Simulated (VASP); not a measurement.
Wanted: the native input for a VASP 6.6.1 run.

```
Task                   : single point
Functional             : PBEsol
Potentials or basis    : VASP PAW PBE potentials, release 64 (Rh_pv, Pt)
Cutoff                 : 520 eV
k mesh                 : 6 × 6 × 6
Occupations            : fermi-dirac, width 0.01 eV
Spin                   : no spin polarisation
Dipole correction      : no
Further INCAR settings : ALGO = Normal; EDIFF = 1e-06; NBANDS = 30
```

The structure of Pt3Rh lies in POSCAR:

```
Pt3Rh
1.0
    3.8435872292      0.0000000000      0.0000000000
    0.0000000000      3.8435872292      0.0000000000
    0.0000000000      0.0000000000      3.8435872292
Rh Pt
1 3
Direct
    0.5000000000      0.5000000000      0.5000000000
    0.5000000000      0.0000000000      0.0000000000
    0.0000000000      0.5000000000      0.0000000000
    0.0000000000      0.0000000000      0.5000000000
```

The input as run:

INCAR

```
SYSTEM = Pt3Rh
  PREC = Accurate
  ENCUT = 520
  EDIFF = 1E-6
  ISMEAR = -1
  SIGMA = 0.01
  LREAL = .FALSE.
  LASPH = .TRUE.
  NELM = 60
  ALGO = Normal
  ISIF = 2
  LWAVE = .FALSE.
  LCHARG = .FALSE.
  GGA = PS
  NBANDS = 30
```

KPOINTS

```
regular mesh
0
G
  6 6 6
  0 0 0
```

Potentials or basis: VASP PAW PBE potentials, release 64 (Rh_pv, Pt).

Launch:

```bash
$ cat potpaw_PBE.64/Rh_pv/POTCAR potpaw_PBE.64/Pt/POTCAR > POTCAR
$ mpirun -np 1 vasp_std > vasp.out
```

It gave:

| Item | Value |
| --- | --- |
| Pressure | 9.6 GPa |

Caveat: the PAW data sets were made with another functional, which shifts forces and pressure a little.

Run time: 72 s on 1 thread of Intel Xeon 8259CL, on a shared host, peak memory 0.18 GiB.
